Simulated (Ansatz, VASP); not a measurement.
**One calculation of C, two programs**

The input INCAR:

```
PREC     = Accurate       # precision mode
ENCUT    = 520            # plane-wave cutoff, eV
EDIFF    = 1E-7           # SCF threshold, eV
ISMEAR   = 0              # smearing method
SIGMA    = 0.05           # smearing width, eV
LREAL    = False          # projectors in reciprocal space
LASPH    = True           # aspherical terms in the spheres
NELM     = 80             # most SCF steps
ALGO     = Normal         # electronic algorithm
ISIF     = 2              # what is computed and relaxed
LWAVE    = False          # write WAVECAR
LCHARG   = False          # write CHGCAR
LDIPOL   = True         
IDIPOL   = 3            
DIPOL    = 0.5 0.5 0.500
GGA      = PE             # functional
NBANDS   = 38             # bands
```

KPOINTS

```
regular mesh
0
Gamma
  10 10 1
```

The input POSCAR:

```
C
1.0
    2.5254142366      0.0000000000      0.0000000000
    0.0000000000      2.5254142366      0.0000000000
    0.0000000000      0.0000000000     25.7144251920
C
13
Direct
    0.0000000000      0.0000000000      0.2916650846
    0.5000000000      0.0000000000      0.3263875705
    0.5000000000      0.5000000000      0.3611100564
    0.0000000000      0.5000000000      0.3958325423
    0.0000000000      0.0000000000      0.4305550282
    0.5000000000      0.0000000000      0.4652775141
    0.5000000000      0.5000000000      0.5000000000
    0.0000000000      0.5000000000      0.5347224859
    0.0000000000      0.0000000000      0.5694449718
    0.5000000000      0.0000000000      0.6041674577
    0.5000000000      0.5000000000      0.6388899436
    0.0000000000      0.5000000000      0.6736124295
    0.0000000000      0.0000000000      0.7083349154
```

Input for Ansatz:

```yaml
crystal:
  lattice:
    - [2.5254142366, 0.0, 0.0]
    - [0.0, 2.5254142366, 0.0]
    - [0.0, 0.0, 25.714425192]
  atoms:
    - { symbol: C, position: [0.0, 0.0, 0.2916650846] }
    - { symbol: C, position: [0.5, 0.0, 0.3263875705] }
    - { symbol: C, position: [0.5, 0.5, 0.3611100564] }
    - { symbol: C, position: [0.0, 0.5, 0.3958325423] }
    - { symbol: C, position: [0.0, 0.0, 0.4305550282] }
    - { symbol: C, position: [0.5, 0.0, 0.4652775141] }
    - { symbol: C, position: [0.5, 0.5, 0.5] }
    - { symbol: C, position: [0.0, 0.5, 0.5347224859] }
    - { symbol: C, position: [0.0, 0.0, 0.5694449718] }
    - { symbol: C, position: [0.5, 0.0, 0.6041674577] }
    - { symbol: C, position: [0.5, 0.5, 0.6388899436] }
    - { symbol: C, position: [0.0, 0.5, 0.6736124295] }
    - { symbol: C, position: [0.0, 0.0, 0.7083349154] }
basis:
  ecutwfc: 420
kpoints:
  mp_grid: { grid: [10, 10, 1] }
hamiltonian:
  xc: pbe
scf:
  occupations: { method: gaussian, width: 0.05 }
output:
  forces: true
  stress: true
  eigenvalues: true
  write_density: true
  write_potential: true
  elf: true
  volumetric_format: npy
efield:
  axis: 3
  dipole_correction: true
  ramp_width: 0.04
```

Alike in both runs: task single point; functional PBE; k mesh 10 × 10 × 1; occupations gaussian, width 0.05 eV; no spin polarisation.

|  | VASP | Ansatz |
| --- | --- | --- |
| version | VASP 6.6.1 | Ansatz 0.2.0 |
| potentials or method | VASP PAW PBE potentials, release 64 (C), cutoff 520 eV | scalar-relativistic, plane waves, PAW |
| valence electrons in the cell | 52 | 52 |

|  | VASP | Ansatz | Ansatz less VASP |
| --- | --- | --- | --- |
| gap on the k mesh at the Fermi level (eV) | none | none | - |
| rms of the force components (eV/Å) | 0.737 | 0.743 | +0.0059 |

Atom by atom the forces differ by 0.008 eV/Å (rms over components). A gap of «none» marks a metal or a gap that the smearing closes. The functional is the same, so the differences come from potentials, cutoffs and numerics. Ansatz's warnings: xc potential rough in thin density.
